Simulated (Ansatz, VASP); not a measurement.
## K2S: VASP beside Ansatz

File INCAR:

```
PREC = Accurate
ENCUT = 500
EDIFF = 1E-6
ISMEAR = 0
SIGMA = 0.01
LREAL = False
LASPH = True
NELM = 120
ALGO = Normal
ISIF = 2
LWAVE = False
LCHARG = False
GGA = PE
NBANDS = 19
GGA_COMPAT = False
```

The input KPOINTS:

```
Automatic mesh
0
Gamma
  6 6 6
```

Contents of POSCAR:

```
K2S
1.0
    0.0000000000      3.8037985039      3.8037985039
    3.8037985039      0.0000000000      3.8037985039
    3.8037985039      3.8037985039      0.0000000000
K S
2 1
Direct
    0.2500000000      0.2500000000      0.2500000000
    0.7500000000      0.7500000000      0.7500000000
    0.0000000000      0.0000000000      0.0000000000
```

Input for Ansatz:

```yaml
crystal:
  lattice:
    - [0.0, 3.8037985039, 3.8037985039]
    - [3.8037985039, 0.0, 3.8037985039]
    - [3.8037985039, 3.8037985039, 0.0]
  atoms:
    - { symbol: K, position: [0.25, 0.25, 0.25] }
    - { symbol: K, position: [0.75, 0.75, 0.75] }
    - { symbol: S, position: [0.0, 0.0, 0.0] }
kpoints:
  mp_grid: { grid: [6, 6, 6] }
hamiltonian:
  xc: pbe
scf:
  occupations: { method: fixed }
  n_extra_bands: 4
output:
  forces: true
  stress: true
  eigenvalues: true
```

Alike in both runs: task single point; functional PBE; k mesh 6 × 6 × 6; no spin polarisation.

|  | VASP | Ansatz |
| --- | --- | --- |
| version | VASP 6.6.1 | Ansatz 0.2.0 |
| potentials or method | VASP PAW PBE potentials, release 64 (K_sv, S) | plane waves, PAW |
| plane-wave cutoff (eV) | 500 | 420 |
| occupations | gaussian, width 0.01 eV | fixed |
| valence electrons in the cell | 24 | 24 |

|  | VASP | Ansatz | Ansatz less VASP |
| --- | --- | --- | --- |
| gap on the k mesh at the Fermi level (eV) | 2.18 | 2.18 | +0.001 |
| pressure (GPa) | -0.9 | -0.9 | -0.02 |
